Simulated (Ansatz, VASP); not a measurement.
**MnSb in VASP and in Ansatz**

```
Mn Sb
1.0
     3.85252    0.00000    0.00000
    -1.92626    3.33638    0.00000
     0.00000    0.00000    5.36568
Mn Sb
2 2
Direct
  0.00000 0.00000 0.00000
  0.00000 0.00000 0.50000
  0.33333 0.66667 0.25000
  0.66667 0.33333 0.75000
```

Change from the starting cell: volume scaled by 0.8, no spin polarisation, PAW files.

Alike in both runs: task single point; functional PBEsol; k mesh 9 × 9 × 6; occupations fermi-dirac, width 0.1 eV; no spin polarisation.

```csv
,VASP,Ansatz
version,VASP 6.6.1,Ansatz 0.2.0
potentials or method,"VASP PAW PBE potentials, release 64 (Mn_pv, Sb)","PAW with Ansatz's default frozen-core files, scalar-relativistic"
plane-wave cutoff (eV),520,420
valence electrons in the cell,36,60
```

VASP gave:

* pressure (GPa): -1.8
* traceless stress, the component that is largest in VASP (GPa): -6.73

**Question.** What did Ansatz give for the same quantities?

**Answer.** Pressure (GPa): -1.8; traceless stress, the component that is largest in VASP (GPa): -6.91.

VASP's potentials were made for PBE, not for PBEsol. The functional is the same, so the differences come from potentials, cutoffs and numerics. VASP's potentials hold 36 valence electrons a cell and Ansatz's 60, so a difference there can come from the potentials and not from the codes.

Spin-orbit coupling is off throughout.
